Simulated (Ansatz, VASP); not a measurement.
**Zr2N: VASP beside Ansatz**

```
Zr N
1.0
     5.37005    0.00000    0.00000
     0.00000    5.37005    0.00000
     0.00000    0.00000    3.27262
Zr N
4 2
Cartesian
  1.5909 1.5909 0.0000
  3.7792 3.7792 0.0000
  4.2759 1.0941 1.6363
  1.0941 4.2759 1.6363
  0.0000 0.0000 0.0000
  2.6850 2.6850 1.6363
```

Alike in both runs: task single point; functional PBEsol; k mesh 8 × 8 × 12; occupations gaussian, width 0.1 eV; no spin polarisation.

|  | VASP | Ansatz |
| --- | --- | --- |
| version | VASP 6.6.1 | Ansatz 0.2.0 |
| potentials or method | VASP PAW PBE potentials, release 64 (Zr_sv, N), cutoff 520 eV | scalar-relativistic, plane waves, PAW |
| valence electrons in the cell | 58 | 58 |

Ansatz gave:

```
gap on the k mesh at the Fermi level (eV)                     : none
pressure (GPa)                                                : 0.0
traceless stress, the component that is largest in VASP (GPa) : 0.12
rms of the force components (eV/Å)                            : 0.002
```

What did VASP give for the same quantities?

gap on the k mesh at the Fermi level (eV): none; pressure (GPa): 0.2; traceless stress, the component that is largest in VASP (GPa): 0.14; rms of the force components (eV/Å): 0.004.

VASP's potentials were made for PBE, not for PBEsol. Atom by atom the forces differ by 0.003 eV/Å (rms over components). A gap of «none» marks a metal or a gap that the smearing closes. With one functional, cell and mesh, what is left measures potentials, basis and numerics.
